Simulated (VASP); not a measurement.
Write the native input for VASP 6.6.1 that does the following.

```
Task                   : relaxation of cell and atoms
Functional             : PBE
Potentials or basis    : VASP PAW PBE potentials, release 64 (Mg_sv, C)
Cutoff                 : 840 eV
k mesh                 : 6 × 6 × 8
Occupations            : gaussian, width 0.01 eV
Spin                   : no spin polarisation
Dipole correction      : no
Further INCAR settings : ALGO = Normal; EDIFF = 1e-07; IBRION = 2; EDIFFG = -0.01; NSW = 100; ISIF = 3
```

The structure of MgC8 lies in POSCAR:

```
MgC8
1.0
    6.3715448126      0.0000000000      0.0000000000
   -3.1857724063      5.5179196691      0.0000000000
    0.0000000000      0.0000000000      4.7375501461
Mg C
1 8
Direct
    0.0000000000      0.0000000000      0.5000000000
    0.6032202728      0.0000000000      0.5000000000
    0.0000000000      0.6032202728      0.5000000000
    0.3967797272      0.3967797272      0.5000000000
    0.3967797272      0.0000000000      0.5000000000
    0.0000000000      0.3967797272      0.5000000000
    0.6032202728      0.6032202728      0.5000000000
    0.3333333333      0.6666666667      0.5000000000
    0.6666666667      0.3333333333      0.5000000000
```

The cell was generated, and may not be a known phase.

These files were run (other wordings do the same):

INCAR

```
SYSTEM = MgC8
ALGO     = Normal         ! electronic algorithm
EDIFF    = 1E-7           ! SCF threshold, eV
EDIFFG   = -0.01          ! ionic threshold
ENCUT    = 840            ! plane-wave cutoff, eV
GGA      = PE             ! functional
GGA_COMPAT= .False.      
IBRION   = 2              ! ionic algorithm
ISIF     = 3              ! what is computed and relaxed
ISMEAR   = 0              ! smearing method
LASPH    = .True.         ! aspherical terms in the spheres
LCHARG   = .False.        ! write CHGCAR
LREAL    = .False.        ! projectors in reciprocal space
LWAVE    = .False.        ! write WAVECAR
NELM     = 120            ! most SCF steps
NELMIN   = 4            
NSW      = 100            ! ionic steps
PREC     = Accurate       ! precision mode
SIGMA    = 0.01           ! smearing width, eV
```

KPOINTS

```
k-points
0
Gamma
  6 6 8
  0 0 0
```

Potentials or basis: VASP PAW PBE potentials, release 64 (Mg_sv, C).

Run with:

```sh
$ cat potpaw_PBE.64/Mg_sv/POTCAR potpaw_PBE.64/C/POTCAR > POTCAR
$ mpirun -np 1 vasp_std > vasp.out
```

Results of the run:

```yaml
Relaxed_volume: 19.40 Å³/atom
Relaxed_cell: a = 6.334 Å, b = 6.334 Å, c = 5.026 Å, α = 90.00°, β = 90.00°, γ = 120.00°
Space_group_after_relaxing_to_0.1_Å: P6/mmm (No. 191)
Energy_gained_by_relaxing: 1.8 meV/atom
Ionic_steps: 21
Pressure_after_relaxing: 0.0 GPa
Largest_force_after_relaxing: 0.006 eV/Å
Band_gap_on_the_k_mesh: zero (bands 21 and 22 overlap by 0.20 eV)
```

Wall time 32 min on 1 thread of Intel(R) Xeon(R) 6975P-C (Granite Rapids), with other jobs on the host, peak memory 0.58 GiB.
